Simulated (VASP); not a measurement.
# Y2P (R-3m) in VASP: a series of runs, part 2 of 2

VASP 6.6.1.

**4. Relaxation of cell and atoms, PBE**

Contents of INCAR:

```
SYSTEM = Y2P
PREC     = Accurate       ! precision mode
ENCUT    = 500            ! plane-wave cutoff, eV
EDIFF    = 1E-7           ! SCF threshold, eV
ISMEAR   = 0              ! smearing method
SIGMA    = 0.1            ! smearing width, eV
LREAL    = .FALSE.        ! projectors in reciprocal space
LASPH    = .TRUE.         ! aspherical terms in the spheres
NELM     = 120            ! most SCF steps
ALGO     = Normal         ! electronic algorithm
ISIF     = 3              ! what is computed and relaxed
LWAVE    = .FALSE.        ! write WAVECAR
LCHARG   = .FALSE.        ! write CHGCAR
GGA      = PE             ! functional
IBRION   = 2              ! ionic algorithm
NSW      = 90             ! ionic steps
EDIFFG   = -0.04          ! ionic threshold
GGA_COMPAT= .FALSE.      
NELMIN   = 4
```

Contents of KPOINTS:

```
Automatic mesh
0
G
  6 6 6
  0 0 0
```

Contents of POSCAR:

```
Y2P
1.0
    1.9117085205      1.1037254289      5.7738487716
   -1.9117085205      1.1037254289      5.7738487716
    0.0000000000     -2.2074508579      5.7738487716
Y P
2 1
Direct
    0.7500000000      0.7500000000      0.7500000000
    0.2500000000      0.2500000000      0.2500000000
    0.0000000000      0.0000000000      0.0000000000
```

Potentials or basis: VASP PAW PBE potentials, release 64 (Y_sv, P).

Launch:

```sh
$ cat potpaw_PBE.64/Y_sv/POTCAR potpaw_PBE.64/P/POTCAR > POTCAR
$ mpirun -np 1 vasp_std > vasp.out
```

OUTCAR:

```text
SYSTEM = Y2P
   PREC = Accurate
   ENCUT = 500
   EDIFF = 1E-7
   ISMEAR = 0
   LREAL = .FALSE.
   LASPH = .TRUE.
   NELM = 120
   ISIF = 3
   GGA = PE
   IBRION = 2
   NSW = 90
   EDIFFG = -0.04
   NELMIN = 4

 ion  position               nearest neighbor table
   1  0.750  0.750  0.750-   3 2.64   3 2.64   3 2.64   2 3.63   2 3.63   2 3.63   2 3.63   2 3.63
                             2 3.63
   2  0.250  0.250  0.250-   3 2.64   3 2.64   3 2.64   1 3.63   1 3.63   1 3.63   1 3.63   1 3.63
                             1 3.63
   3  0.000  0.000  0.000-   1 2.64   1 2.64   2 2.64   2 2.64   1 2.64   2 2.64

  LATTYP: Found a trigonal (rhomboedric) cell.
 ALAT       =     6.1814374483
 COS(alpha) =     0.8087090652

  Lattice vectors:

 A1 = (   1.9117085205,   1.1037254289,   5.7738487716)
 A2 = (  -1.9117085205,   1.1037254289,   5.7738487716)
 A3 = (   0.0000000000,  -2.2074508579,   5.7738487716)

Analysis of symmetry for initial positions (statically):
=====================================================================
 Subroutine PRICEL returns:
 Original cell was already a primitive cell.

 Routine SETGRP: Setting up the symmetry group for a
 trigonal (rhombohedral) supercell.

 Subroutine GETGRP returns: Found 12 space group operations
 (whereof 12 operations were pure point group operations)
 out of a pool of 12 trial point group operations.

The static configuration has the point symmetry D_3d.

Analysis of symmetry for dynamics (positions and initial velocities):
=====================================================================
 Subroutine PRICEL returns:
 Original cell was already a primitive cell.

 Routine SETGRP: Setting up the symmetry group for a
 trigonal (rhombohedral) supercell.

 Subroutine GETGRP returns: Found 12 space group operations
 (whereof 12 operations were pure point group operations)
 out of a pool of 12 trial point group operations.

The dynamic configuration has the point symmetry D_3d.

 Subroutine INISYM returns: Found 12 space group operations
 (whereof 12 operations are pure point group operations),
 and found     1 'primitive' translations

----------------------------------------------------------------------------------------

                                     Primitive cell

  volume of cell :      73.0970

  direct lattice vectors                    reciprocal lattice vectors
     1.911708520  1.103725429  5.773848772     0.261546148  0.151003739  0.057731566
    -1.911708520  1.103725429  5.773848772    -0.261546148  0.151003739  0.057731566
     0.000000000 -2.207450858  5.773848772     0.000000000 -0.302007478  0.057731566

  length of vectors
     6.181437448  6.181437448  6.181437448     0.307475935  0.307475935  0.307475935

  position of ions in fractional coordinates (direct lattice)
     0.750000000  0.750000000  0.750000000
     0.250000000  0.250000000  0.250000000
     0.000000000  0.000000000  0.000000000

  ion indices of the primitive-cell ions
   primitive index   ion index
                 1           1
                 2           2
                 3           3

----------------------------------------------------------------------------------------

 KPOINTS: Automatic mesh

Automatic generation of k-mesh.
 Grid dimensions read from file:
 generate k-points for:    6    6    6

 Generating k-lattice:

  Cartesian coordinates                     Fractional coordinates (reciprocal lattice)
     0.043591025  0.025167290  0.009621928     0.166666667 -0.000000000  0.000000000
    -0.043591025  0.025167290  0.009621928    -0.000000000  0.166666667  0.000000000
     0.000000000 -0.050334580  0.009621928     0.000000000  0.000000000  0.166666667

  Length of vectors
     0.051245989  0.051245989  0.051245989

  Shift w.r.t. Gamma in fractional coordinates (k-lattice)
     0.000000000  0.000000000  0.000000000

 Subroutine IBZKPT returns following result:
 ===========================================

 Found     32 irreducible k-points:

 Following reciprocal coordinates:
            Coordinates               Weight
  0.000000  0.000000  0.000000      1.000000
  0.166667  0.000000 -0.000000      6.000000
  0.333333  0.000000 -0.000000      6.000000
  0.500000  0.000000  0.000000      3.000000
  0.166667  0.166667 -0.000000      6.000000
  0.333333  0.166667  0.000000     12.000000
[... 16 lines left out ...]
  0.500000  0.500000  0.166667      6.000000
 -0.333333  0.500000  0.166667     12.000000
 [... further k-points ...]
   k-points           NKPTS =     32   k-points in BZ     NKDIM =     32   number of bands    NBANDS=     17
   number of dos      NEDOS =    301   number of ions     NIONS =      3
   total plane-waves  NPLWV = 110592
   dimension x,y,z NGX =    48 NGY =   48 NGZ =   48
   dimension x,y,z NGXF=    96 NGYF=   96 NGZF=   96
   ions per type =               2   1
   NGX,Y,Z   is equivalent  to a cutoff of  12.91, 12.91, 12.91 a.u.
   NGXF,Y,Z  is equivalent  to a cutoff of  25.82, 25.82, 25.82 a.u.
 SYSTEM =  Y2P
   PREC   = accura    normal or accurate (medium, high low for compatibility)
   ISTART =      0    job   : 0-new  1-cont  2-samecut
   ICHARG =      2    charge: 1-file 2-atom 10-const
   ISPIN  =      1    spin polarized calculation?
   LNONCOLLINEAR =      F non collinear calculations
   LSORBIT =      F    spin-orbit coupling
   LASPH  =      T    aspherical Exc in radial PAW
   ENCUT  =  500.0 eV  36.75 Ry    6.06 a.u.  11.27 11.27 11.27*2*pi/ulx,y,z
   NELM   =    120;   NELMIN=  4; NELMDL= -5     # of ELM steps
   EDIFF  = 0.1E-06   stopping-criterion for ELM
   LREAL  =      F    real-space projection
   EDIFFG = -.4E-01   stopping-criterion for IOM
   NSW    =     90    number of steps for IOM
   IBRION =      2    ionic relax: 0-MD 1-quasi-New 2-CG
   NFREE  =      1    steps in history (QN), initial steepest desc. (CG)
   ISIF   =      3    stress and relaxation
   ISYM   =      2    0-nonsym 1-usesym 2-fastsym
   POTIM  = 0.5000    time-step for ionic-motion
   TEBEG  =    0.0;   TEEND  =   0.0 temperature during run
   PSTRESS=    0.0 pullay stress
   NELECT =      27.0000    total number of electrons
   NUPDOWN=      -1.0000    fix difference up-down
   EMIN   =  10.00;   EMAX   =-10.00  energy-range for DOS
   EFERMI =   0.00;   METHOD = LEGACY
   ISMEAR =     0;   SIGMA  =   0.10  broadening in eV -4-tet -1-fermi 0-gaus
   EFERMI_NEDOS =   21; number of points for ismear=-14 and -15
   IALGO  =     38    algorithm
   IMIX   =      4    mixing-type and parameters
     AMIX     =   0.40;   BMIX     =  1.00
     AMIX_MAG =   1.60;   BMIX_MAG =  1.00
  volume/ion in A,a.u.               =      24.37       164.43
  Fermi-wavevector in a.u.,A,eV,Ry     =   1.174617  2.219704 18.772301  1.379725
  Thomas-Fermi vector in A             =   2.311011
   LORBIT       =      0    0 simple, 1 ext, 2 COOP (PROOUT), +10 PAW based schemes
   GGA     = PE    functional components
   LHFCALC =     F    Hartree Fock is set to
   AEXX    =    0.0000 exact exchange contribution
   IVDW    =     0    specifies the selected vdW correction
   LEPSILON=     F    determine dielectric tensor
   LRPA    =     F    only Hartree local field effects (RPA)
 conjugate gradient relaxation of ions
 non-spin polarized calculation
 Gauss-broadening in eV      SIGMA  =   0.10
  energy-cutoff  :      500.00
  volume of cell :       73.10
 maximum number of plane-waves:      1873
 NGX is ok and might be reduce to    48
   NGX = 23   NGY = 23   NGZ = 23

--------------------------------------- Ionic step        1  -------------------------------------------

 number of electron      27.0000001 magnetization

 Free energy of the ion-electron system (eV)
  ---------------------------------------------------
  ext. energy  EPLUGINS =         0.00000000
  ---------------------------------------------------
  free energy    TOTEN  =       -21.10551227 eV

  energy without entropy =      -21.09276749  energy(sigma->0) =      -21.09913988

 E-fermi :   4.4147     XC(G=0): -10.0408

 val. band max:        4.3896367851   @ k =  -0.3333   0.3333   0.1667
 cond. band min:       4.4174837304   @ k =  -0.3333   0.1667   0.0000
 fundamental gap:      0.0278469453
 Fermi energy:         4.4146911099

 k-point     1 :       0.0000    0.0000    0.0000
  band No.  band energies     occupation
      1     -37.7509      2.00000
      2     -37.6892      2.00000
      3     -18.1565      2.00000
      4     -17.6981      2.00000
      5     -17.6981      2.00000
      6     -17.6180      2.00000
[... 1253 lines left out ...]
  energy  without entropy=      -21.4321663211  energy(sigma->0) =      -21.43919406

--------------------------------------- Ionic step        9  -------------------------------------------

 number of electron      27.0000001 magnetization

 Free energy of the ion-electron system (eV)
  ---------------------------------------------------
  ext. energy  EPLUGINS =         0.00000000
  ---------------------------------------------------
  free energy    TOTEN  =       -21.44652483 eV

  energy without entropy =      -21.43256981  energy(sigma->0) =      -21.43954732

 E-fermi :   3.7977     XC(G=0):  -9.5614

 val. band max:        3.7930188919   @ k =  -0.3333   0.3333   0.1667
 cond. band min:       3.8031893110   @ k =   0.5000   0.5000   0.5000
 fundamental gap:      0.0101704190
 Fermi energy:         3.7977264374

 k-point     1 :       0.0000    0.0000    0.0000
  band No.  band energies     occupation
      1     -38.8769      2.00000
      2     -38.8484      2.00000
      3     -19.0819      2.00000
      4     -18.7887      2.00000
      5     -18.7887      2.00000
      6     -18.7483      2.00000
[... 501 lines left out ...]
  FREE ENERGIE OF THE ION-ELECTRON SYSTEM (eV)
  ---------------------------------------------------
  free  energy   TOTEN  =       -21.4465248292 eV

  energy  without entropy=      -21.4325698148  energy(sigma->0) =      -21.43954732

 reached required accuracy - stopping structural energy minimisation
```

Run time: 13 min. Hardware: 1 thread of Intel Xeon 8259CL, shared host; peak memory 0.39 GiB.

Results:

```
Free energy                           : -21.4465 eV
Relaxed volume                        : 27.47 Å³/atom
Relaxed cell                          : a = 6.614 Å, b = 6.614 Å, c = 6.614 Å, α = 34.41°, β = 34.41°, γ = 34.41°
Space group after relaxing (to 0.1 Å) : R-3m (No. 166)
Energy gained by relaxing             : 113.7 meV/atom
Ionic steps                           : 9
Pressure after relaxing               : 0.1 GPa
Largest force after relaxing          : 0.013 eV/Å
Band gap on the k mesh                : zero (an odd number of electrons rules out a gap without spin polarisation)
```

Forces in eV/Å, atoms in the order of the input:
```
Y    0.000  0.000  0.013
Y    0.000  0.000 -0.013
P    0.000  0.000  0.000
```

Step by step:
| step | energy change (eV) | largest force (eV/Å) | pressure (GPa) | volume (Å³) |
| --- | --- | --- | --- | --- |
| 1 | 0.0000 | 1.2364 | 10.98 | 73.10 |
| 2 | -0.0698 | 0.8098 | -6.63 | 92.21 |
| 3 | -0.3239 | 0.0893 | -0.28 | 82.37 |
| 4 | -0.3241 | 0.0697 | -0.11 | 82.18 |
| 5 | -0.3354 | 0.0853 | -0.07 | 82.19 |
| 6 | -0.3399 | 0.0977 | -0.02 | 82.18 |
| 7 | -0.3406 | 0.0439 | 0.14 | 82.13 |
| 8 | -0.3407 | 0.0042 | 0.28 | 82.09 |
| 9 | -0.3410 | 0.0132 | 0.09 | 82.41 |

Final structure:
```
Y P
1.0
     1.95638    1.12952    6.21596
    -1.95638    1.12952    6.21596
     0.00000   -2.25903    6.21596
Y P
2 1
Direct
  0.75087 0.75087 0.75087
  0.24913 0.24913 0.24913
  0.00000 0.00000 0.00000
```

Levels at points of the mesh, in eV from the Fermi level:
| k point | band 11 | band 12 | band 13 | band 14 | band 15 | band 16 |
| --- | --- | --- | --- | --- | --- | --- |
| (0.00, 0.00, 0.00) | -1.96 | -1.96 | -1.95 | 1.19 | 1.19 | 1.38 |
| (0.50, 0.00, 0.00) | -2.78 | -2.12 | -0.77 | -0.30 | 0.52 | 2.17 |
| (0.50, 0.50, 0.00) | -2.73 | -2.20 | -0.85 | -0.41 | 1.06 | 2.98 |
| (0.50, 0.50, 0.50) | -1.87 | -1.87 | -0.30 | 0.01 | 1.39 | 1.39 |

**5. Summary**

| task | cell | gap on the mesh (eV) | pressure (GPa) | largest force (eV/Å) |
| --- | --- | --- | --- | --- |
| single point | a = 6.181 Å, angles 36.0°, 3 atoms, atomic positions A | none | 11.0 | 1.24 |
| single point | a = 6.607 Å, angles 34.6°, 3 atoms, atomic positions B | none | -0.3 | 0.01 |
| relaxation of cell and atoms | relaxed from a = 6.181 Å, angles 36.0°, 3 atoms, atomic positions A | none | 0.1 | 0.01 |

Alike in all rows: level PBE; potentials or basis VASP PAW PBE potentials, release 64 (Y_sv, P); no spin polarisation; k mesh 6 × 6 × 6; cutoff (eV) 500; smearing gaussian 0.1 eV.

Caveats: the cell stands under pressure (at least some runs); forces of over 1 eV/Å act on the atoms, so gaps and moduli don't describe the material at rest (at least some runs).

Absolute energies hang on the potentials; compare differences alone.

The gap in the log of VASP goes by the Fermi energy; the results here count the filled bands.